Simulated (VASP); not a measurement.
# LiCl (P-1) in VASP: notebook, part 2 of 2

VASP 6.6.1. The steps go on from the part before.

## (3) Single point, PBEsol

The input, POSCAR:

```
LiCl
1.0
    4.1836455942      0.0008463633     -0.1279871282
    2.0916718885      3.6271224072     -0.0643039900
    0.3235852211      0.0008811281     10.5787278738
Li Cl
4 4
Direct
    1.1667465145      0.1666191914      0.8746317951
    0.1665194862      0.1667445817      0.3743105720
   -0.1667465145      0.8333808086      0.1253682049
    0.8334805138      0.8332554183      0.6256894280
    0.1664801618      0.1668467161      0.1249804048
    0.1666752696      0.1667374258      0.6251086657
    0.8335198382      0.8331532839      0.8750195952
    0.8333247304      0.8332625742      0.3748913343
```

The input, INCAR.step1:

```
PREC = Accurate ; ENCUT = 520
EDIFF = 1E-7 ; ISMEAR = 0
SIGMA = 0.02 ; LREAL = F
LASPH = T ; NELM = 100
ALGO = Normal ; ISIF = 2
LWAVE = F ; LCHARG = T
GGA = PS ; NBANDS = 30
```

The input, KPOINTS.step1:

```
Automatic mesh
0
Gamma
  6 6 2
```

The input, INCAR.step2:

```
PREC = Accurate ; ENCUT = 520
EDIFF = 1E-7 ; ISMEAR = -5
SIGMA = 0.02 ; LREAL = F
LASPH = T ; NELM = 100
ALGO = Normal ; ISIF = 2
LWAVE = F ; LCHARG = F
GGA = PS ; LORBIT = 11
NEDOS = 2001 ; ICHARG = 11
```

The input, KPOINTS.step2:

```
Automatic mesh
0
Gamma
  9 9 3
```

Potentials or basis: VASP PAW PBE potentials, release 64 (Li_sv, Cl).

Launch:

```
$ cat potpaw_PBE.64/Li_sv/POTCAR potpaw_PBE.64/Cl/POTCAR > POTCAR
$ cp INCAR.step1 INCAR
$ cp KPOINTS.step1 KPOINTS
$ mpirun -np 1 vasp_std > vasp.out
$ cp INCAR.step2 INCAR
$ cp KPOINTS.step2 KPOINTS
$ mpirun -np 1 vasp_std > vasp.out
```

OUTCAR:

```text
PREC = Accurate
   ENCUT = 520
   EDIFF = 1E-7
   ISMEAR = -5
   LREAL = F
   LASPH = T
   NELM = 100
   ISIF = 2
   GGA = PS
   LORBIT = 11
   ICHARG = 11

 ion  position               nearest neighbor table
   1  0.167  0.167  0.875-   7 2.42   7 2.42   7 2.42
   2  0.167  0.167  0.374-   8 2.42   8 2.42   8 2.42
   3  0.833  0.833  0.125-   5 2.42   5 2.42   5 2.42
   4  0.833  0.833  0.626-   6 2.42   6 2.42   6 2.42
   5  0.166  0.167  0.125-   3 2.42   3 2.42   3 2.42
   6  0.167  0.167  0.625-   4 2.42   4 2.42   4 2.42
   7  0.834  0.833  0.875-   1 2.42   1 2.42   1 2.42
   8  0.833  0.833  0.375-   2 2.42   2 2.42   2 2.42

  LATTYP: Found a simple monoclinic cell.
 ALAT       =     4.1856029290
 B/A-ratio  =     2.5285904785
 C/A-ratio  =     1.0003143357
 COS(beta)  =    -0.4997014882

  Lattice vectors:

 A1 = (   4.1836455942,   0.0008463633,  -0.1279871282)
 A2 = (  -0.3235852211,  -0.0008811281, -10.5787278738)
 A3 = (  -2.0919737057,   3.6262760439,   0.0636831382)

Analysis of symmetry for initial positions (statically):
=====================================================================
 Subroutine PRICEL returns:
 Original cell was already a primitive cell.

 Routine SETGRP: Setting up the symmetry group for a
 simple monoclinic supercell.

 Subroutine GETGRP returns: Found  2 space group operations
 (whereof  2 operations were pure point group operations)
 out of a pool of  4 trial point group operations.

The static configuration has the point symmetry S_2 .

Analysis of symmetry for dynamics (positions and initial velocities):
=====================================================================
 Subroutine PRICEL returns:
 Original cell was already a primitive cell.

 Routine SETGRP: Setting up the symmetry group for a
 simple monoclinic supercell.

 Subroutine GETGRP returns: Found  2 space group operations
 (whereof  2 operations were pure point group operations)
 out of a pool of  4 trial point group operations.

The dynamic configuration has the point symmetry S_2 .

 Subroutine INISYM returns: Found  2 space group operations
 (whereof  2 operations are pure point group operations),
 and found     1 'primitive' translations

----------------------------------------------------------------------------------------

                                     Primitive cell

  volume of cell :     160.6594

  direct lattice vectors                    reciprocal lattice vectors
     4.183645594  0.000846363 -0.127987128     0.238830734 -0.137857096 -0.007293942
     2.091671889  3.627122407 -0.064303990    -0.000056431  0.275732815 -0.000021240
     0.323585221  0.000881128 10.578727874     0.002889159  0.000008204  0.094440949

  length of vectors
     4.185602929  4.187510388 10.583675713     0.275858478  0.275732821  0.094485132

  position of ions in fractional coordinates (direct lattice)
     0.166746514  0.166619191  0.874631795
     0.166519486  0.166744582  0.374310572
     0.833253486  0.833380809  0.125368205
     0.833480514  0.833255418  0.625689428
     0.166480162  0.166846716  0.124980405
[... 70 lines left out ...]
   k-points           NKPTS =    122   k-points in BZ     NKDIM =    122   number of bands    NBANDS=     25
   number of dos      NEDOS =   2001   number of ions     NIONS =      8
   total plane-waves  NPLWV =  81920
   dimension x,y,z NGX =    32 NGY =   32 NGZ =   80
   dimension x,y,z NGXF=    64 NGYF=   64 NGZF=  160
   ions per type =               4   4
   NGX,Y,Z   is equivalent  to a cutoff of  12.71, 12.70, 12.57 a.u.
   NGXF,Y,Z  is equivalent  to a cutoff of  25.42, 25.41, 25.13 a.u.
 SYSTEM =  unknown system
   PREC   = accura    normal or accurate (medium, high low for compatibility)
   ISTART =      0    job   : 0-new  1-cont  2-samecut
   ICHARG =     11    charge: 1-file 2-atom 10-const
   ISPIN  =      1    spin polarized calculation?
   LNONCOLLINEAR =      F non collinear calculations
   LSORBIT =      F    spin-orbit coupling
   LASPH  =      T    aspherical Exc in radial PAW
   ENCUT  =  520.0 eV  38.22 Ry    6.18 a.u.   7.78  7.79 19.68*2*pi/ulx,y,z
   NELM   =    100;   NELMIN=  2; NELMDL=  0     # of ELM steps
   EDIFF  = 0.1E-06   stopping-criterion for ELM
   LREAL  =      F    real-space projection
   EDIFFG = 0.1E-05   stopping-criterion for IOM
   NSW    =      0    number of steps for IOM
   IBRION =     -1    ionic relax: 0-MD 1-quasi-New 2-CG
   NFREE  =      0    steps in history (QN), initial steepest desc. (CG)
   ISIF   =      2    stress and relaxation
   ISYM   =      2    0-nonsym 1-usesym 2-fastsym
   POTIM  = 0.5000    time-step for ionic-motion
   TEBEG  =    0.0;   TEEND  =   0.0 temperature during run
   PSTRESS=    0.0 pullay stress
   NELECT =      40.0000    total number of electrons
   NUPDOWN=      -1.0000    fix difference up-down
   EMIN   =  10.00;   EMAX   =-10.00  energy-range for DOS
   EFERMI =   0.00;   METHOD = LEGACY
   ISMEAR =    -5;   SIGMA  =   0.02  broadening in eV -4-tet -1-fermi 0-gaus
   EFERMI_NEDOS =   21; number of points for ismear=-14 and -15
   IALGO  =     38    algorithm
   IMIX   =      4    mixing-type and parameters
     AMIX     =   0.40;   BMIX     =  1.00
     AMIX_MAG =   1.60;   BMIX_MAG =  1.00
  volume/ion in A,a.u.               =      20.08       135.52
  Fermi-wavevector in a.u.,A,eV,Ry     =   1.029895  1.946219 14.431468  1.060683
  Thomas-Fermi vector in A             =   2.163965
   LORBIT       =     11    0 simple, 1 ext, 2 COOP (PROOUT), +10 PAW based schemes
   GGA     = PS    functional components
   LHFCALC =     F    Hartree Fock is set to
   AEXX    =    0.0000 exact exchange contribution
   IVDW    =     0    specifies the selected vdW correction
   LEPSILON=     F    determine dielectric tensor
   LRPA    =     F    only Hartree local field effects (RPA)
 non-spin polarized calculation
 Fermi weights with tetrahedron method with Bloechl corrections
  energy-cutoff  :      520.00
  volume of cell :      160.66
 maximum number of plane-waves:      4365

 number of electron      39.9999971 magnetization

 Free energy of the ion-electron system (eV)
  ---------------------------------------------------
  ext. energy  EPLUGINS =         0.00000000
  ---------------------------------------------------
  free energy    TOTEN  =       -30.35063770 eV

  energy without entropy =      -30.35063770  energy(sigma->0) =      -30.35063770

 E-fermi :  -0.5130     XC(G=0):  -7.9795

 val. band max:       -0.5337421962   @ k =   0.0000   0.0000   0.0000
 cond. band min:       4.8556430116   @ k =   0.0000   0.0000   0.0000
 fundamental gap:      5.3893852078
 Fermi energy:        -0.5130358376

 k-point     1 :       0.0000    0.0000    0.0000
  band No.  band energies     occupation
      1     -43.4151      2.00000
      2     -43.4134      2.00000
      3     -43.4118      2.00000
      4     -43.4102      2.00000
      5     -13.8050      2.00000
      6     -13.4866      2.00000
[... 661 lines left out ...]
     24       7.5773      0.00000
     25       8.6206      0.00000

 [... further k-points ...]
[... 5 lines left out ...]
  --------------------------------------------------------------------------------------
  -------------------------------------------------------------------------------------
  Total       -0.9867946     -0.9906561     -1.4588863     -0.0005050      0.0000469     -0.0143769
  in kB       -9.8408194     -9.8793282    -14.5487588     -0.0050358      0.0004675     -0.1433733
  external PRESSURE =     -11.4229688 kB  Pullay stress =       0.0000000 kB

 VOLUME and BASIS-vectors are now :
 -----------------------------------------------------------------------------
  energy-cutoff  :      520.00
  volume of cell :      160.66
      direct lattice vectors                 reciprocal lattice vectors
     4.183645594  0.000846363 -0.127987128     0.238830734 -0.137857096 -0.007293942
     2.091671889  3.627122407 -0.064303990    -0.000056431  0.275732815 -0.000021240
     0.323585221  0.000881128 10.578727874     0.002889159  0.000008204  0.094440949

 POSITION                                       TOTAL-FORCE (eV/Angst)
 -----------------------------------------------------------------------------------
      1.32914      0.60526      9.22044        -0.000093      0.000215      0.000850
      1.16655      0.60527      3.92769         0.000440     -0.000102      0.004061
      5.26976      3.02359      1.16600         0.000093     -0.000215     -0.000850
      5.43235      3.02358      6.45874        -0.000440      0.000102     -0.004061
      1.08592      0.60542      1.29010         0.000205     -0.000206     -0.000635
      1.24835      0.60547      6.58080        -0.000133     -0.000009     -0.000256
      5.51298      3.02343      9.09634        -0.000205      0.000206      0.000635
      5.35056      3.02338      3.80564         0.000133      0.000009      0.000256
 -----------------------------------------------------------------------------------
    total drift:                                0.000000      0.000000      0.000000

  FREE ENERGIE OF THE ION-ELECTRON SYSTEM (eV)
  ---------------------------------------------------
  free  energy   TOTEN  =       -30.3506377029 eV

  energy  without entropy=      -30.3506377029  energy(sigma->0) =      -30.35063770

 total charge

# of ion       s       p       d       tot
------------------------------------------
    1        2.010   0.041   0.000   2.051
    2        2.010   0.041   0.000   2.051
    3        2.010   0.041   0.000   2.051
    4        2.010   0.041   0.000   2.051
    5        1.578   3.565   0.000   5.142
    6        1.578   3.565   0.000   5.142
    7        1.578   3.565   0.000   5.142
    8        1.578   3.565   0.000   5.142
--------------------------------------------------
tot         14.349  14.424   0.000  28.772
```

Run time: 4.3 min. Hardware: 1 thread of Intel Xeon Platinum 8559C (Emerald Rapids), shared host; peak memory 0.49 GiB.

Results:

* Valence electrons inside the program's atomic spheres: Li 2.05; Cl 5.14

Levels at points of the mesh, in eV from the valence-band top:
```csv
k point,band 17,band 18,band 19,band 20,band 21,band 22,band 23,band 24
"(0.00, 0.00, 0.00)",-0.97,-0.59,-0.59,0.00,5.39,7.34,7.34,7.86
```

Caveat: the cutoff is under 1.25 times the usual one of these potentials, so pressure, stress and relaxed cells hold a basis-set (Pulay) error; the PAW data sets were made with another functional, which shifts forces and pressure a little.
